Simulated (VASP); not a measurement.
# Hf (Fd-3m) in VASP: notebook, part 2 of 2

VASP 6.6.1. Earlier steps stand in the parts before.

## Step 4: Single point, LDA

This run uses another cell than the first one, of 30.12 Å³/atom, 1.190 times its volume.

The input, INCAR:

```
PREC = Accurate ; ENCUT = 520
EDIFF = 1E-7 ; ISMEAR = -1
SIGMA = 0.05 ; LREAL = False
LASPH = True ; NELM = 100
ALGO = Normal ; ISIF = 2
LWAVE = False ; LCHARG = False
NBANDS = 17
```

The input, KPOINTS:

```
regular mesh
0
Gamma
  11 11 11
```

The input, POSCAR:

```
Hf
1.0
    0.0000000000      3.1114920633      3.1114920633
    3.1114920633      0.0000000000      3.1114920633
    3.1114920633      3.1114920633      0.0000000000
Hf
2
Direct
   -0.1250000000     -0.1250000000     -0.1250000000
    0.1250000000      0.1250000000      0.1250000000
```

Potentials or basis: VASP PAW LDA potentials, release 64 (Hf_pv).

Launch:

```
cat potpaw_LDA.64/Hf_pv/POTCAR > POTCAR
mpirun -np 1 vasp_std > vasp.out
```

OUTCAR:

```text
PREC = Accurate
   ENCUT = 520
   EDIFF = 1E-7
   ISMEAR = -1
   LREAL = False
   LASPH = True
   NELM = 100
   ISIF = 2

 ion  position               nearest neighbor table
   1  0.875  0.875  0.875-   2 2.69   2 2.69   2 2.69   2 2.69
   2  0.125  0.125  0.125-   1 2.69   1 2.69   1 2.69   1 2.69

  LATTYP: Found a face centered cubic cell.
 ALAT       =     6.2229841266

  Lattice vectors:

 A1 = (   0.0000000000,   3.1114920633,   3.1114920633)
 A2 = (   3.1114920633,   0.0000000000,   3.1114920633)
 A3 = (   3.1114920633,   3.1114920633,   0.0000000000)

Analysis of symmetry for initial positions (statically):
=====================================================================
 Subroutine PRICEL returns:
 Original cell was already a primitive cell.

 Routine SETGRP: Setting up the symmetry group for a
 face centered cubic supercell.

 Subroutine GETGRP returns: Found 48 space group operations
 (whereof 12 operations were pure point group operations)
 out of a pool of 48 trial point group operations.

The static configuration has the point symmetry D_3d.
[... 160 lines left out ...]

  energy without entropy =      -15.91920172  energy(sigma->0) =      -15.93849886

 E-fermi :   2.1900     XC(G=0):  -9.8487

 val. band max:        2.1667492656   @ k =  -0.3636   0.3636   0.0909
 cond. band min:       2.1940882045   @ k =  -0.4545   0.1818   0.0000
 fundamental gap:      0.0273389390
 Fermi energy:         2.1900482769

 k-point     1 :       0.0000    0.0000    0.0000
  band No.  band energies     occupation
      1     -28.6337      2.00000
      2     -28.6337      2.00000
      3     -28.6337      2.00000
      4     -27.7489      2.00000
      5     -27.7489      2.00000
      6     -27.7489      2.00000
[... 457 lines left out ...]
      4     -27.8213      2.00000
      5     -27.6860      2.00000
      6     -27.6222      2.00000
[... 9 lines left out ...]
     16       7.3610      0.00000
     17       8.8084      0.00000

 [... further k-points ...]

------------------------ aborting loop because EDIFF is reached ----------------------------------------

  FORCE on cell =-STRESS in cart. coord.  units (eV):
  Direction    XX          YY          ZZ          XY          YZ          ZX
  --------------------------------------------------------------------------------------
  -------------------------------------------------------------------------------------
  Total       -0.1099428     -0.1099428     -0.1099428     -0.0000000      0.0000000      0.0000000
  in kB       -2.9237570     -2.9237570     -2.9237570     -0.0000000      0.0000000      0.0000000
  external PRESSURE =      -2.9237570 kB  Pullay stress =       0.0000000 kB

 VOLUME and BASIS-vectors are now :
 -----------------------------------------------------------------------------
  energy-cutoff  :      520.00
  volume of cell :       60.25
      direct lattice vectors                 reciprocal lattice vectors
     0.000000000  3.111492063  3.111492063    -0.160694609  0.160694609  0.160694609
     3.111492063  0.000000000  3.111492063     0.160694609 -0.160694609  0.160694609
     3.111492063  3.111492063  0.000000000     0.160694609  0.160694609 -0.160694609

 POSITION                                       TOTAL-FORCE (eV/Angst)
 -----------------------------------------------------------------------------------
      5.44511      5.44511      5.44511         0.000000      0.000000      0.000000
      0.77787      0.77787      0.77787        -0.000000     -0.000000     -0.000000
 -----------------------------------------------------------------------------------
    total drift:                                0.000000      0.000000      0.000000

  FREE ENERGIE OF THE ION-ELECTRON SYSTEM (eV)
  ---------------------------------------------------
  free  energy   TOTEN  =       -15.9577960027 eV

  energy  without entropy=      -15.9192017185  energy(sigma->0) =      -15.93849886
```

OSZICAR:

```text
N       E                     dE             d eps       ncg     rms          rms(c)
DAV:   1     0.564280185713E+02    0.56428E+02   -0.11018E+04  1912   0.106E+03
DAV:   2    -0.142421524151E+02   -0.70670E+02   -0.69031E+02  2490   0.245E+02
DAV:   3    -0.163007651914E+02   -0.20586E+01   -0.20253E+01  2537   0.278E+01
DAV:   4    -0.163266880058E+02   -0.25923E-01   -0.25878E-01  2402   0.371E+00
DAV:   5    -0.163272392230E+02   -0.55122E-03   -0.55103E-03  2678   0.444E-01    0.309E+01
DAV:   6    -0.160263051685E+02    0.30093E+00   -0.47315E-01  2048   0.325E+00    0.175E+01
DAV:   7    -0.159658751766E+02    0.60430E-01   -0.31041E-01  2342   0.281E+00    0.135E+00
DAV:   8    -0.159578189887E+02    0.80562E-02   -0.46064E-02  2124   0.982E-01    0.120E-01
DAV:   9    -0.159577863897E+02    0.32599E-04   -0.10452E-03  2519   0.187E-01    0.905E-02
DAV:  10    -0.159577974117E+02   -0.11022E-04   -0.27300E-05  2612   0.272E-02    0.308E-02
DAV:  11    -0.159577961233E+02    0.12884E-05   -0.12117E-05  2258   0.155E-02    0.111E-02
DAV:  12    -0.159577960015E+02    0.12186E-06   -0.49952E-07  2271   0.397E-03    0.252E-03
DAV:  13    -0.159577960027E+02   -0.12294E-08   -0.49415E-08  1295   0.162E-03
   1 F= -.15957796E+02 E0= -.15938499E+02  d E =-.385943E-01
```

Run time: 39 s. Hardware: 1 thread of AMD EPYC 9R45 (Zen 5), shared host; peak memory 0.16 GiB.

What came out:

* Free energy: -15.9578 eV
* Pressure: -0.3 GPa
* Band gap on the k mesh: zero (band 10 reaches 2.46 eV, above the bottom of band 11 at 1.85 eV)

Levels at points of the mesh, in eV from the Fermi level:
| k point | band 7 | band 8 | band 9 | band 10 | band 11 | band 12 | band 13 | band 14 |
| --- | --- | --- | --- | --- | --- | --- | --- | --- |
| (0.00, 0.00, 0.00) | -5.41 | -0.63 | -0.63 | 0.15 | 0.15 | 0.15 | 2.30 | 2.30 |

Caveat: spin-orbit coupling is left out, which moves the levels of the heavy elements.

## Step 5: Overview

```csv
cell,gap on the mesh (eV),pressure (GPa)
"a = 4.152 Å, angles 60.0°, 2 atoms",none,7.0
"a = 4.280 Å, angles 60.0°, 2 atoms",none,2.5
"a = 4.400 Å, angles 60.0°, 2 atoms",none,-0.3
```

Alike in all rows: task single point; level LDA; potentials or basis VASP PAW LDA potentials, release 64 (Hf_pv); no spin polarisation; k mesh 11 × 11 × 11; cutoff (eV) 520; smearing fermi-dirac 0.05 eV.

Caveats: spin-orbit coupling is left out, which moves the levels of the heavy elements.

Total energies depend on the potentials used, so only differences within one code and one set of settings carry meaning.
